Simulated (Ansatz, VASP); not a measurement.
SnF4 in VASP and in Ansatz

```
CELL_PARAMETERS angstrom
-2.08575 2.02500 3.96500
2.08575 -2.02500 3.96500
2.08575 2.02500 -3.96500
ATOMIC_POSITIONS crystal
Sn 0.00000 0.00000 0.00000
F 0.23700 0.23700 0.00000
F 0.76300 0.76300 0.00000
F 0.50000 0.00000 0.50000
F 0.00000 0.50000 0.50000
```

Change from the starting cell: strain +0.0300 x Voigt [1, 0, 0, 0, 0, 0], atoms carried along.

Alike in both runs: task single point; functional LDA; k mesh 8 × 8 × 8; occupations gaussian, width 0.05 eV; no spin polarisation.

|  | VASP | Ansatz |
| --- | --- | --- |
| version | VASP 6.6.1 | Ansatz 0.2.0 |
| potentials or method | VASP PAW LDA potentials, release 64 (Sn_d, F), cutoff 520 eV | scalar-relativistic, plane waves, PAW |
| valence electrons in the cell | 42 | 42 |

|  | VASP | Ansatz | Ansatz less VASP |
| --- | --- | --- | --- |
| gap on the k mesh at the Fermi level (eV) | 3.25 | 3.27 | +0.016 |
| least direct gap on the mesh (eV) | 3.48 | 3.49 | +0.012 |
| pressure (GPa) | -2.9 | -3.7 | -0.85 |
| traceless stress, the component that is largest in VASP (GPa) | -5.19 | -4.63 | +0.560 |
| rms of the force components (eV/Å) | 0.080 | 0.010 | -0.0700 |

LDA's correlation is that of Perdew and Zunger in VASP and of Perdew and Wang (1992) in Ansatz. Atom by atom the forces differ by 0.090 eV/Å (rms over components).
